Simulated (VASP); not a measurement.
Input of a VASP 6.6.1 run:

File INCAR:

```
  ALGO = Normal
  EDIFF = 1E-6
  ENCUT = 520
  GGA = PS
  GGA_COMPAT = False
  ISIF = 2
  ISMEAR = -1
  ISYM = 0
  LASPH = True
  LCHARG = True
  LELF = True
  LREAL = Auto
  LVHAR = True
  LWAVE = False
  NBANDS = 194
  NELM = 120
  PREC = Accurate
  SIGMA = 0.05
```

Contents of KPOINTS:

```
Automatic mesh
0
Gamma
  1 1 1
  0.25 0.25 0.25
```

POSCAR

```
KZnF3
1.0
    8.1045260000      0.0000000000      0.0000000000
    0.0000000000      8.1045260000      0.0000000000
    0.0000000000      0.0000000000      8.1045260000
F K Zn
24 8 8
Direct
    0.1533410000      0.9927230000      0.1272580000
    0.1949530000      0.2715520000      0.9791290000
    0.2615370000      0.7114070000      0.9802510000
    0.2433400000      0.7919080000      0.4644670000
    0.8374170000      0.2267220000      0.9925000000
    0.7087130000      0.2440930000      0.4824250000
    0.7339230000      0.7389870000      0.9818070000
    0.7517550000      0.7550790000      0.4810850000
    0.9898060000      0.2709190000      0.2774700000
    0.9923350000      0.2715390000      0.7039850000
    0.9916120000      0.7216050000      0.2356760000
    0.9995570000      0.7103070000      0.7251130000
    0.5025530000      0.2419420000      0.1849360000
    0.5500340000      0.2132320000      0.8055190000
    0.4902600000      0.7636040000      0.2326910000
    0.5086970000      0.8043770000      0.7253140000
    0.2714250000      0.1447740000      0.4125140000
    0.1887550000      0.9830310000      0.7799830000
    0.2584330000      0.4967430000      0.2553620000
    0.2987940000      0.5355450000      0.6863000000
    0.7501740000      0.9970270000      0.2335880000
    0.8332530000      0.9947870000      0.7701780000
    0.7316660000      0.4980320000      0.2232140000
    0.7240830000      0.5050780000      0.7293290000
    0.9931740000      0.9980890000      0.4667060000
    0.9907070000      0.5168560000      0.9802300000
    0.9994980000      0.5122310000      0.4806000000
    0.4950450000      0.9795420000      0.9937040000
    0.5213930000      0.9839590000      0.4664880000
    0.4960140000      0.4970260000      0.9750680000
    0.5136520000      0.5233170000      0.4616320000
    0.2887370000      0.2490210000      0.6840160000
    0.2359860000      0.2519530000      0.2119590000
    0.0246400000      0.0804470000      0.9313520000
    0.2350750000      0.7525030000      0.2197000000
    0.2483730000      0.7578980000      0.7273290000
    0.7484680000      0.2475000000      0.2308130000
    0.7613860000      0.2547640000      0.7276300000
    0.7480720000      0.7500410000      0.2256450000
    0.7562300000      0.7551790000      0.7359050000
```

Potentials or basis: VASP PAW PBE potentials, release 64 (F, K_sv, Zn).

Command:

```bash
$ cat potpaw_PBE.64/F/POTCAR potpaw_PBE.64/K_sv/POTCAR potpaw_PBE.64/Zn/POTCAR > POTCAR
$ mpirun -np 1 vasp_std > vasp.out
```

Question: What does it give for the largest force?

Answer: 0.099 eV/Å.

Question: Estimate the pressure.

Answer: 2.7 GPa.

Question: Estimate the band gap on the k mesh.

Answer: 4.59 eV.

Stress tensor (GPa, compression positive):
```
 2.00  0.28 -0.70
 0.28  3.54 -0.26
-0.70 -0.26  2.48
```

Caveat: the PAW data sets were made with another functional, which shifts forces and pressure a little.
